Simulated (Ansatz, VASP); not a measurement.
Cu: VASP beside Ansatz

The input POSCAR:

```
Cu
1.0
    0.0000000000      1.7733201750      1.7733201750
    1.7733201750      0.0000000000      1.7733201750
    1.7733201750      1.7733201750      0.0000000000
Cu
1
Direct
    0.0000000000      0.0000000000      0.0000000000
```

The input INCAR.step1:

```
SYSTEM = Cu
ALGO = Normal
EDIFF = 1E-4
ENCUT = 520
GGA = PE
ISMEAR = 0
LASPH = .True.
LCHARG = .False.
LREAL = .False.
LWAVE = .True.
NBANDS = 12
NELM = 80
PREC = Accurate
SIGMA = 0.1
```

The input INCAR.step2:

```
SYSTEM = Cu
ALGO = Normal
EDIFF = 1E-6
ENCUT = 520
ISIF = 2
ISMEAR = 0
ISTART = 1
LASPH = .True.
LCHARG = .False.
LMIXTAU = .True.
LREAL = .False.
LWAVE = .False.
METAGGA = R2SCAN
NBANDS = 12
NELM = 80
PREC = Accurate
SIGMA = 0.1
```

Contents of KPOINTS:

```
k-points
0
Gamma
  20 20 20
  0 0 0
```

Input for Ansatz:

```yaml
crystal:
  lattice:
    - [0.0, 1.773320175, 1.773320175]
    - [1.773320175, 0.0, 1.773320175]
    - [1.773320175, 1.773320175, 0.0]
  atoms:
    - { symbol: Cu, position: [0.0, 0.0, 0.0] }
basis:
  ecutwfc: 500
kpoints:
  mp_grid: { grid: [20, 20, 20] }
hamiltonian:
  xc: r2scan
scf:
  occupations: { method: gaussian, width: 0.1 }
output:
  forces: true
  stress: true
  eigenvalues: true
```

Alike in both runs: task single point; functional r2SCAN; k mesh 20 × 20 × 20; occupations gaussian, width 0.1 eV; no spin polarisation.

```csv
,VASP,Ansatz
version,VASP 6.6.1,Ansatz 0.2.0
potentials or method,"VASP PAW PBE potentials, release 64 (Cu), cutoff 520 eV","scalar-relativistic, plane waves, PAW"
valence electrons in the cell,11,19
```

```tsv
	VASP	Ansatz	Ansatz less VASP
gap on the k mesh at the Fermi level (eV)	none	none	-
pressure (GPa)	4.9	4.4	-0.54
```

VASP's potentials were made for PBE, not for r2SCAN. A gap of «none» marks a metal or a gap that the smearing closes. With one functional, cell and mesh, what is left measures potentials, basis and numerics. VASP's potentials hold 11 valence electrons a cell and Ansatz's 19, so a difference there can come from the potentials and not from the codes.
